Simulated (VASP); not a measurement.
# KP5 (P6/mmm) in VASP: notebook

The runs below take KP5 through relaxation of cell and atoms, single point, with PBE.

Program: VASP 6.6.1. These are calculated values, not measurements. Logs are shortened: lines on timing, memory, paths and dates and some standing lists are left out, and cuts for length are marked.

## 1. The cell of the first run

The structure is hexagonal, space group P6/mmm (No. 191). The conventional cell has a = 6.155 Å, b = 6.155 Å, c = 3.432 Å, α = 90.00°, β = 90.00°, γ = 120.00°. Within 4.5 Å of K (site symmetry 6/mmm) lie 2 K at 3.43 Å and 18 P at 3.52 to 3.55 Å. Within 3.6 Å of P (site symmetry mmm) lie 10 P at 2.47 to 3.43 Å and 4 K at 3.52 Å. P (site symmetry -6m2) has 11 P at 2.47 to 3.55 Å and 3 K at 3.55 Å within 3.6 Å.

The cell was built from a structure type or drawn by symmetry, and may not be a known phase.

## 2. Relaxation of cell and atoms, PBE

Contents of INCAR:

```
PREC = Accurate
ENCUT = 600
EDIFF = 1E-6
ISMEAR = 0
SIGMA = 0.1
LREAL = False
LASPH = True
NELM = 100
ALGO = Normal
ISIF = 3
LWAVE = False
LCHARG = False
GGA = PE
IBRION = 2
NSW = 90
EDIFFG = -0.04
```

Contents of KPOINTS:

```
regular mesh
0
Gamma
  3 3 6
```

Contents of POSCAR:

```
KP5
1.0
    6.1546860451      0.0000000000      0.0000000000
   -3.0773430226      5.3301144674      0.0000000000
    0.0000000000      0.0000000000      3.4316092245
K P
1 5
Direct
    0.0000000000      0.0000000000      0.0000000000
    0.5000000000      0.0000000000      0.5000000000
    0.5000000000      0.5000000000      0.5000000000
    0.0000000000      0.5000000000      0.5000000000
    0.3333333333      0.6666666667      0.0000000000
    0.6666666667      0.3333333333      0.0000000000
```

Potentials or basis: VASP PAW PBE potentials, release 64 (K_sv, P).

Launch:

```bash
$ cat potpaw_PBE.64/K_sv/POTCAR potpaw_PBE.64/P/POTCAR > POTCAR
$ mpirun -np 1 vasp_std > vasp.out
```

OUTCAR:

```text
PREC = Accurate
   ENCUT = 600
   EDIFF = 1E-6
   ISMEAR = 0
   LREAL = False
   LASPH = True
   NELM = 100
   ISIF = 3
   GGA = PE
   IBRION = 2
   NSW = 90
   EDIFFG = -0.04

 ion  position               nearest neighbor table
   1  0.000  0.000  0.000-
   2  0.500  0.000  0.500-   5 2.47   6 2.47   5 2.47   6 2.47
   3  0.500  0.500  0.500-   5 2.47   6 2.47   5 2.47   6 2.47
   4  0.000  0.500  0.500-   5 2.47   6 2.47   5 2.47   6 2.47
   5  0.333  0.667  0.000-   4 2.47   4 2.47   2 2.47   2 2.47   3 2.47   3 2.47
   6  0.667  0.333  0.000-   4 2.47   4 2.47   2 2.47   2 2.47   3 2.47   3 2.47

  LATTYP: Found a hexagonal cell.
 ALAT       =     6.1546860451
 C/A-ratio  =     0.5575604018

  Lattice vectors:

 A1 = (   6.1546860451,   0.0000000000,   0.0000000000)
 A2 = (  -3.0773430226,   5.3301144674,   0.0000000000)
 A3 = (   0.0000000000,   0.0000000000,   3.4316092245)

Analysis of symmetry for initial positions (statically):
=====================================================================
 Subroutine PRICEL returns:
 Original cell was already a primitive cell.

 Routine SETGRP: Setting up the symmetry group for a
 hexagonal supercell.

 Subroutine GETGRP returns: Found 24 space group operations
 (whereof 24 operations were pure point group operations)
 out of a pool of 24 trial point group operations.

The static configuration has the point symmetry D_6h.

Analysis of symmetry for dynamics (positions and initial velocities):
=====================================================================
 Subroutine PRICEL returns:
 Original cell was already a primitive cell.

 Routine SETGRP: Setting up the symmetry group for a
 hexagonal supercell.

 Subroutine GETGRP returns: Found 24 space group operations
 (whereof 24 operations were pure point group operations)
 out of a pool of 24 trial point group operations.

The dynamic configuration has the point symmetry D_6h.

 Subroutine INISYM returns: Found 24 space group operations
 (whereof 24 operations are pure point group operations),
 and found     1 'primitive' translations

----------------------------------------------------------------------------------------

                                     Primitive cell

  volume of cell :     112.5746

  direct lattice vectors                    reciprocal lattice vectors
     6.154686045  0.000000000  0.000000000     0.162477825  0.093806616  0.000000000
    -3.077343023  5.330114467  0.000000000     0.000000000  0.187613232  0.000000000
     0.000000000  0.000000000  3.431609224     0.000000000  0.000000000  0.291408472

  length of vectors
     6.154686045  6.154686045  3.431609224     0.187613232  0.187613232  0.291408472

  position of ions in fractional coordinates (direct lattice)
     0.000000000  0.000000000  0.000000000
     0.500000000  0.000000000  0.500000000
     0.500000000  0.500000000  0.500000000
     0.000000000  0.500000000  0.500000000
     0.333333333  0.666666667  0.000000000
     0.666666667  0.333333333  0.000000000

  ion indices of the primitive-cell ions
   primitive index   ion index
                 1           1
                 2           2
                 3           3
                 4           4
                 5           5
                 6           6

----------------------------------------------------------------------------------------

 KPOINTS: regular mesh

Automatic generation of k-mesh.
 Grid dimensions read from file:
 generate k-points for:    3    3    6

 Generating k-lattice:

  Cartesian coordinates                     Fractional coordinates (reciprocal lattice)
     0.054159275  0.031268872  0.000000000     0.333333333  0.000000000  0.000000000
     0.000000000  0.062537744  0.000000000     0.000000000  0.333333333  0.000000000
     0.000000000  0.000000000  0.048568079     0.000000000  0.000000000  0.166666667

  Length of vectors
     0.062537744  0.062537744  0.048568079

  Shift w.r.t. Gamma in fractional coordinates (k-lattice)
     0.000000000  0.000000000  0.000000000

 Subroutine IBZKPT returns following result:
 ===========================================

 Found     12 irreducible k-points:

 Following reciprocal coordinates:
            Coordinates               Weight
  0.000000  0.000000  0.000000      1.000000
  0.333333  0.000000  0.000000      6.000000
  0.333333  0.333333  0.000000      2.000000
  0.000000  0.000000  0.166667      2.000000
  0.333333  0.000000  0.166667     12.000000
  0.333333  0.333333  0.166667      4.000000
  0.000000  0.000000  0.333333      2.000000
  0.333333  0.000000  0.333333     12.000000
  0.333333  0.333333  0.333333      4.000000
  0.000000  0.000000  0.500000      1.000000
  0.333333  0.000000  0.500000      6.000000
  0.333333  0.333333  0.500000      2.000000
   k-points           NKPTS =     12   k-points in BZ     NKDIM =     12   number of bands    NBANDS=     21
   number of dos      NEDOS =    301   number of ions     NIONS =      6
   total plane-waves  NPLWV =  70000
   dimension x,y,z NGX =    50 NGY =   50 NGZ =   28
   dimension x,y,z NGXF=   100 NGYF=  100 NGZF=   56
   ions per type =               1   5
   NGX,Y,Z   is equivalent  to a cutoff of  13.51, 13.51, 13.56 a.u.
   NGXF,Y,Z  is equivalent  to a cutoff of  27.01, 27.01, 27.13 a.u.
 SYSTEM =  unknown system
   PREC   = accura    normal or accurate (medium, high low for compatibility)
   ISTART =      0    job   : 0-new  1-cont  2-samecut
   ICHARG =      2    charge: 1-file 2-atom 10-const
   ISPIN  =      1    spin polarized calculation?
   LNONCOLLINEAR =      F non collinear calculations
   LSORBIT =      F    spin-orbit coupling
   LASPH  =      T    aspherical Exc in radial PAW
   ENCUT  =  600.0 eV  44.10 Ry    6.64 a.u.  12.29 12.29  6.85*2*pi/ulx,y,z
   NELM   =    100;   NELMIN=  2; NELMDL= -5     # of ELM steps
   EDIFF  = 0.1E-05   stopping-criterion for ELM
   LREAL  =      F    real-space projection
   EDIFFG = -.4E-01   stopping-criterion for IOM
   NSW    =     90    number of steps for IOM
   IBRION =      2    ionic relax: 0-MD 1-quasi-New 2-CG
   NFREE  =      1    steps in history (QN), initial steepest desc. (CG)
   ISIF   =      3    stress and relaxation
   ISYM   =      2    0-nonsym 1-usesym 2-fastsym
   POTIM  = 0.5000    time-step for ionic-motion
   TEBEG  =    0.0;   TEEND  =   0.0 temperature during run
   PSTRESS=    0.0 pullay stress
   NELECT =      34.0000    total number of electrons
   NUPDOWN=      -1.0000    fix difference up-down
   EMIN   =  10.00;   EMAX   =-10.00  energy-range for DOS
   EFERMI =   0.00;   METHOD = LEGACY
   ISMEAR =     0;   SIGMA  =   0.10  broadening in eV -4-tet -1-fermi 0-gaus
   EFERMI_NEDOS =   21; number of points for ismear=-14 and -15
   IALGO  =     38    algorithm
   IMIX   =      4    mixing-type and parameters
     AMIX     =   0.40;   BMIX     =  1.00
     AMIX_MAG =   1.60;   BMIX_MAG =  1.00
  volume/ion in A,a.u.               =      18.76       126.62
  Fermi-wavevector in a.u.,A,eV,Ry     =   1.098384  2.075646 16.414727  1.206448
  Thomas-Fermi vector in A             =   2.234761
   LORBIT       =      0    0 simple, 1 ext, 2 COOP (PROOUT), +10 PAW based schemes
   GGA     = PE    functional components
   LHFCALC =     F    Hartree Fock is set to
   AEXX    =    0.0000 exact exchange contribution
   IVDW    =     0    specifies the selected vdW correction
   LEPSILON=     F    determine dielectric tensor
   LRPA    =     F    only Hartree local field effects (RPA)
 conjugate gradient relaxation of ions
 non-spin polarized calculation
 Gauss-broadening in eV      SIGMA  =   0.10
  energy-cutoff  :      600.00
  volume of cell :      112.57
 maximum number of plane-waves:      3782
 NGX is ok and might be reduce to    50
   NGX = 25   NGY = 25   NGZ = 13

--------------------------------------- Ionic step        1  -------------------------------------------

 number of electron      34.0000001 magnetization

 Free energy of the ion-electron system (eV)
  ---------------------------------------------------
  ext. energy  EPLUGINS =         0.00000000
  ---------------------------------------------------
  free energy    TOTEN  =       -26.91201254 eV

  energy without entropy =      -26.88196042  energy(sigma->0) =      -26.89698648

 E-fermi :   5.9762     XC(G=0): -10.0158

 val. band max:        5.9550051068   @ k =   0.3333   0.0000   0.0000
 cond. band min:       5.9988316286   @ k =   0.0000   0.0000   0.0000
 fundamental gap:      0.0438265218
 Fermi energy:         5.9761828248

 k-point     1 :       0.0000    0.0000    0.0000
  band No.  band energies     occupation
      1     -24.4641      2.00000
      2      -8.9662      2.00000
      3      -8.0055      2.00000
      4      -8.0055      2.00000
      5      -7.7362      2.00000
      6      -5.9302      2.00000
[... 13 lines left out ...]
     20       7.3065      0.00000
     21       7.3115      0.00000
[... 524 lines left out ...]
 POSITION                                       TOTAL-FORCE (eV/Angst)
 -----------------------------------------------------------------------------------
      6.36764     -0.00000     -0.00000         0.000000     -0.000000      0.000000
      3.18382     -0.00000      1.61369         0.000000     -0.000000      0.000000
      1.59191      2.75727      1.61369         0.000000      0.000000      0.000000
      4.77573      2.75727      1.61369         0.000000     -0.000000      0.000000
     -0.00000      3.67636     -0.00000        -0.000000      0.000000     -0.000000
      3.18382      1.83818      3.22738         0.000000     -0.000000      0.000000
 -----------------------------------------------------------------------------------
    total drift:                               -0.000000      0.000000     -0.000000

  FREE ENERGIE OF THE ION-ELECTRON SYSTEM (eV)
  ---------------------------------------------------
  free  energy   TOTEN  =       -26.9923553302 eV

  energy  without entropy=      -26.9662500889  energy(sigma->0) =      -26.97930271

--------------------------------------- Ionic step        8  -------------------------------------------

 number of electron      33.9999999 magnetization

 Free energy of the ion-electron system (eV)
  ---------------------------------------------------
  ext. energy  EPLUGINS =         0.00000000
  ---------------------------------------------------
  free energy    TOTEN  =       -26.99403801 eV

  energy without entropy =      -26.97129503  energy(sigma->0) =      -26.98266652

 E-fermi :   5.9031     XC(G=0):  -9.9256

 val. band max:        5.8585350344   @ k =   0.3333   0.0000   0.1667
 cond. band min:       5.9535576105   @ k =   0.3333   0.0000   0.1667
 fundamental gap:      0.0950225760
 Fermi energy:         5.9031301191

 k-point     1 :       0.0000    0.0000    0.0000
  band No.  band energies     occupation
      1     -24.8260      2.00000
      2      -9.1572      2.00000
      3      -8.3252      2.00000
      4      -8.3252      2.00000
      5      -7.9627      2.00000
      6      -6.3663      2.00000
[... 13 lines left out ...]
     20       7.4082      0.00000
     21       7.5012      0.00000
[... 284 lines left out ...]
 POSITION                                       TOTAL-FORCE (eV/Angst)
 -----------------------------------------------------------------------------------
     -0.00000      0.00000     -0.00000         0.000000     -0.000000      0.000000
      3.18824     -0.00000      1.62258         0.000000     -0.000000      0.000000
      1.59412      2.76110      1.62258         0.000000     -0.000000      0.000000
     -1.59412      2.76110      1.62258         0.000000      0.000000      0.000000
     -0.00000      3.68147     -0.00000        -0.000000     -0.000000      0.000000
      3.18824      1.84073     -0.00000         0.000000      0.000000     -0.000000
 -----------------------------------------------------------------------------------
    total drift:                               -0.000000     -0.000000     -0.000000

  FREE ENERGIE OF THE ION-ELECTRON SYSTEM (eV)
  ---------------------------------------------------
  free  energy   TOTEN  =       -26.9940380114 eV

  energy  without entropy=      -26.9712950331  energy(sigma->0) =      -26.98266652

 reached required accuracy - stopping structural energy minimisation
```

Wall time 1.8 min (1 thread of AMD EPYC 9R45 (Zen 5), shared host); peak memory 0.23 GiB.

What came out:

```
Free energy                           : -26.9940 eV
Relaxed volume                        : 19.04 Å³/atom
Relaxed cell                          : a = 6.376 Å, b = 6.376 Å, c = 3.245 Å, α = 90.00°, β = 90.00°, γ = 120.00°
Space group after relaxing (to 0.1 Å) : P6/mmm (No. 191)
Energy gained by relaxing             : 13.7 meV/atom
Ionic steps                           : 8
Pressure after relaxing               : -0.1 GPa
Band gap on the k mesh                : zero (bands 17 and 18 overlap by 1.75 eV)
```

Stress tensor (GPa, compression positive):
```
-0.16  0.00  0.00
 0.00 -0.16  0.00
 0.00  0.00  0.09
```

Step by step:
| step | energy change (eV) | largest force (eV/Å) | pressure (GPa) | volume (Å³) |
| --- | --- | --- | --- | --- |
| 1 | 0.0000 | 0.0000 | 0.35 | 112.57 |
| 2 | -0.0265 | 0.0000 | 0.42 | 113.22 |
| 3 | -0.0347 | 0.0000 | 0.50 | 113.63 |
| 4 | -0.0513 | 0.0000 | -0.07 | 114.42 |
| 5 | -0.0711 | 0.0000 | -1.02 | 115.86 |
| 6 | -0.0797 | 0.0000 | -0.65 | 115.32 |
| 7 | -0.0803 | 0.0000 | 0.42 | 113.33 |
| 8 | -0.0820 | 0.0000 | -0.08 | 114.27 |

Final structure:
```
K P
1.0
     6.37649    0.00000    0.00000
    -3.18824    5.52220    0.00000
     0.00000    0.00000    3.24516
K P
1 5
Direct
  0.00000 0.00000 0.00000
  0.50000 0.00000 0.50000
  0.50000 0.50000 0.50000
  0.00000 0.50000 0.50000
  0.33333 0.66667 0.00000
  0.66667 0.33333 0.00000
```

Levels at points of the mesh, in eV from the Fermi level:
```csv
k point,band 14,band 15,band 16,band 17,band 18,band 19,band 20,band 21
"(0.00, 0.00, 0.00)",-0.85,-0.53,0.64,0.64,0.67,1.51,1.51,1.60
"(0.00, 0.00, 0.50)",-3.04,-1.90,-1.90,0.75,0.97,0.97,1.64,1.82
```

Caveat: the k points lie up to 0.38 Å⁻¹ apart in the final cell, too coarse for converged energies and pressures of a metal.

(Continued in part 2 of 3.)
